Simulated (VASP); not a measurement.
# KZnF3 (Pm-3m) in VASP: further runs, part 2 of 2

VASP 6.6.1. Earlier steps stand in the parts before.

## 4. Single point, r2SCAN

This run uses another cell than the first one, of 13.02 Å³/atom, 1.043 times its volume.

POSCAR

```
KZnF3
1.0
    4.0228179729      0.0000000000      0.0000000000
    0.0000000000      4.0228179729      0.0000000000
    0.0000000000      0.0000000000      4.0228179729
Zn K F
1 1 3
Direct
    0.5000000000      0.5000000000      0.5000000000
    0.0000000000      0.0000000000      0.0000000000
    0.5000000000      0.0000000000      0.5000000000
    0.0000000000      0.5000000000      0.5000000000
    0.5000000000      0.5000000000      0.0000000000
```

INCAR.step1

```
SYSTEM = KZnF3
ALGO     = Normal         ! electronic algorithm
EDIFF    = 1E-4           ! SCF threshold, eV
ENCUT    = 520            ! plane-wave cutoff, eV
GGA      = PE             ! functional
ISMEAR   = -1             ! smearing method
LASPH    = .TRUE.         ! aspherical terms in the spheres
LCHARG   = .FALSE.        ! write CHGCAR
LREAL    = .FALSE.        ! projectors in reciprocal space
LWAVE    = .TRUE.         ! write WAVECAR
NBANDS   = 29             ! bands
NELM     = 100            ! most SCF steps
PREC     = Accurate       ! precision mode
SIGMA    = 0.05           ! smearing width, eV
```

INCAR.step2

```
SYSTEM = KZnF3
ALGO     = Normal         ! electronic algorithm
EDIFF    = 1E-6           ! SCF threshold, eV
ENCUT    = 520            ! plane-wave cutoff, eV
ISIF     = 2              ! what is computed and relaxed
ISMEAR   = -1             ! smearing method
ISTART   = 1            
LASPH    = .TRUE.         ! aspherical terms in the spheres
LCHARG   = .FALSE.        ! write CHGCAR
LMIXTAU  = .TRUE.       
LREAL    = .FALSE.        ! projectors in reciprocal space
LWAVE    = .FALSE.        ! write WAVECAR
METAGGA  = R2SCAN         ! meta-GGA
NBANDS   = 29             ! bands
NELM     = 100            ! most SCF steps
PREC     = Accurate       ! precision mode
SIGMA    = 0.05           ! smearing width, eV
```

KPOINTS

```
k-points
0
G
  7 7 7
  0 0 0
```

Potentials or basis: VASP PAW PBE potentials, release 64 (Zn, K_sv, F).

Started as:

```sh
cat potpaw_PBE.64/Zn/POTCAR potpaw_PBE.64/K_sv/POTCAR potpaw_PBE.64/F/POTCAR > POTCAR
cp INCAR.step1 INCAR
mpirun -np 1 vasp_std > vasp.out
cp INCAR.step2 INCAR
mpirun -np 1 vasp_std > vasp.out
```

OUTCAR:

```text
SYSTEM = KZnF3
   EDIFF = 1E-6
   ENCUT = 520
   ISIF = 2
   ISMEAR = -1
   ISTART = 1
   LASPH = .TRUE.
   LREAL = .FALSE.
   METAGGA = R2SCAN
   NELM = 100
   PREC = Accurate

 ion  position               nearest neighbor table
   1  0.500  0.500  0.500-   3 2.01   4 2.01   5 2.01   5 2.01   3 2.01   4 2.01
   2  0.000  0.000  0.000-   3 2.84   4 2.84   5 2.84   3 2.84   4 2.84   4 2.84   5 2.84   4 2.84
                             3 2.84   5 2.84   3 2.84   5 2.84
   3  0.500  0.000  0.500-   1 2.01   1 2.01   2 2.84   2 2.84   2 2.84   2 2.84
[... 839 lines left out ...]
  -------------------------------------------------------------------------------------
  Total        0.7870757      0.7870757      0.7870757      0.0000000     -0.0000000      0.0000000
  in kB       19.3702825     19.3702825     19.3702825      0.0000000     -0.0000000      0.0000000
  external PRESSURE =      19.3702825 kB  Pullay stress =       0.0000000 kB

 VOLUME and BASIS-vectors are now :
 -----------------------------------------------------------------------------
  energy-cutoff  :      520.00
  volume of cell :       65.10
      direct lattice vectors                 reciprocal lattice vectors
     4.022817973  0.000000000  0.000000000     0.248581966  0.000000000  0.000000000
     0.000000000  4.022817973  0.000000000     0.000000000  0.248581966  0.000000000
     0.000000000  0.000000000  4.022817973     0.000000000  0.000000000  0.248581966

 POSITION                                       TOTAL-FORCE (eV/Angst)
 -----------------------------------------------------------------------------------
      2.01141      2.01141      2.01141         0.000000      0.000000      0.000000
      0.00000      0.00000      0.00000         0.000000      0.000000      0.000000
      2.01141      0.00000      2.01141         0.000000      0.000000      0.000000
      0.00000      2.01141      2.01141         0.000000      0.000000      0.000000
      2.01141      2.01141      0.00000         0.000000      0.000000      0.000000
 -----------------------------------------------------------------------------------
    total drift:                                0.000000      0.000000     -0.000000

  FREE ENERGIE OF THE ION-ELECTRON SYSTEM (eV)
  ---------------------------------------------------
  free  energy   TOTEN  =       -38.3464215936 eV

  energy  without entropy=      -38.3464215936  energy(sigma->0) =      -38.34642159
```

OSZICAR.step1:

```text
N       E                     dE             d eps       ncg     rms          rms(c)
DAV:   1     0.440898969444E+03    0.44090E+03   -0.22063E+04  1160   0.175E+03
DAV:   2     0.175842565859E+02   -0.42331E+03   -0.40270E+03  1274   0.451E+02
DAV:   3    -0.214333974267E+02   -0.39018E+02   -0.38729E+02  1311   0.143E+02
DAV:   4    -0.224141959631E+02   -0.98080E+00   -0.97793E+00  1719   0.212E+01
DAV:   5    -0.224309233156E+02   -0.16727E-01   -0.16719E-01  1376   0.248E+00    0.118E+01
DAV:   6    -0.201828524460E+02    0.22481E+01   -0.63605E+00  1681   0.344E+01    0.731E+00
DAV:   7    -0.202355108277E+02   -0.52658E-01   -0.13060E+00  1270   0.721E+00    0.463E+00
DAV:   8    -0.202448385620E+02   -0.93277E-02   -0.41167E-01  1535   0.119E+01    0.146E+00
DAV:   9    -0.202137095536E+02    0.31129E-01   -0.78640E-02  1759   0.819E+00    0.402E-01
DAV:  10    -0.202132917233E+02    0.41783E-03   -0.41771E-02  1653   0.423E+00    0.224E-01
DAV:  11    -0.202133497710E+02   -0.58048E-04   -0.66886E-03  1392   0.831E-01    0.122E-01
DAV:  12    -0.202133533308E+02   -0.35598E-05   -0.42069E-04  1247   0.150E-01
   1 F= -.20213353E+02 E0= -.20213353E+02  d E =-.872254E-10
```

Wall time 60 s (1 thread of Intel Xeon 6975P-C (Granite Rapids), shared host); peak memory 0.19 GiB.

What came out:

* Free energy: -38.3464 eV
* Pressure: 1.9 GPa
* Band gap on the k mesh: 4.75 eV, indirect (least direct gap 6.74 eV)

Levels at points of the mesh, in eV from the valence-band top:
| k point | band 17 | band 18 | band 19 | band 20 | band 21 | band 22 | band 23 | band 24 | band 25 | band 26 |
| --- | --- | --- | --- | --- | --- | --- | --- | --- | --- | --- |
| (0.00, 0.00, 0.00) | -2.24 | -2.24 | -1.99 | -1.99 | -1.99 | 4.75 | 9.31 | 9.31 | 10.44 | 11.84 |

Caveat: the PAW data sets were made with another functional, which shifts forces and pressure a little.

## 5. Summary

```csv
cell,gap on the mesh (eV),pressure (GPa)
"a = 3.967 Å, 5 atoms",4.86,6.4
"a = 3.995 Å, 5 atoms",4.80,4.1
"a = 4.023 Å, 5 atoms",4.75,1.9
```

Alike in all rows: task single point; level r2SCAN; potentials or basis VASP PAW PBE potentials, release 64 (Zn, K_sv, F); no spin polarisation; k mesh 7 × 7 × 7; cutoff (eV) 520; smearing fermi-dirac 0.05 eV.

Caveats: the PAW data sets were made with another functional, which shifts forces and pressure a little.

Absolute energies hang on the potentials; compare differences alone.
